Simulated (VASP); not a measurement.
## MgZn3Te4: single point with PBE

Crystal: MgZn3Te4.

```
Mg Zn Te
1.0
     6.26457    0.00000    0.00000
     0.00000    6.26457    0.00000
     0.00000    0.00000    6.26457
Mg Zn Te
1 3 4
Direct
  0.00000 0.00000 0.00000
  0.00000 0.50000 0.50000
  0.50000 0.00000 0.50000
  0.50000 0.50000 0.00000
  0.25674 0.25674 0.74326
  0.25674 0.74326 0.25674
  0.74326 0.25674 0.25674
  0.74326 0.74326 0.74326
```

```yaml
Program: VASP 6.6.1
Task: single point
Functional: PBE
Potentials_or_basis: VASP PAW PBE potentials, release 64 (Mg, Zn, Te)
Cutoff: 520 eV
k_mesh: 6 × 6 × 6
Occupations: gaussian, width 0.02 eV
Spin: no spin polarisation
Dipole_correction: no
Further_INCAR_settings: ALGO = Normal; EDIFF = 1e-07; NBANDS = 41
```

| Item | Value |
| --- | --- |
| Pressure | 0.1 GPa |
| Largest force | 0.008 eV/Å |
| Band gap on the k mesh | 1.24 eV |

Forces in eV/Å, atoms in the order of the input:
```
Mg   0.000  0.000  0.000
Zn   0.000  0.000  0.000
Zn   0.000  0.000  0.000
Zn   0.000  0.000  0.000
Te  -0.004 -0.004  0.004
Te  -0.004  0.004 -0.004
Te   0.004 -0.004 -0.004
Te   0.004  0.004  0.004
```

Levels at points of the mesh, in eV from the valence-band top:
| k point | band 29 | band 30 | band 31 | band 32 | band 33 | band 34 |
| --- | --- | --- | --- | --- | --- | --- |
| (0.00, 0.00, 0.00) | 0.00 | 0.00 | 0.00 | 1.24 | 2.40 | 2.40 |
| (0.50, 0.00, 0.00) | -1.18 | -0.90 | -0.90 | 2.76 | 3.11 | 3.70 |
| (0.50, 0.50, 0.00) | -0.74 | -0.71 | -0.71 | 3.13 | 3.13 | 3.38 |
| (0.50, 0.50, 0.50) | -0.67 | -0.67 | -0.67 | 1.79 | 1.79 | 1.79 |

It took 3 min on 1 thread of AMD EPYC 9R45 96-Core Processor (Zen 5) (shared host), peak memory 0.4 GiB.

Caveat: spin-orbit coupling is left out, which moves the levels of the heavy elements.
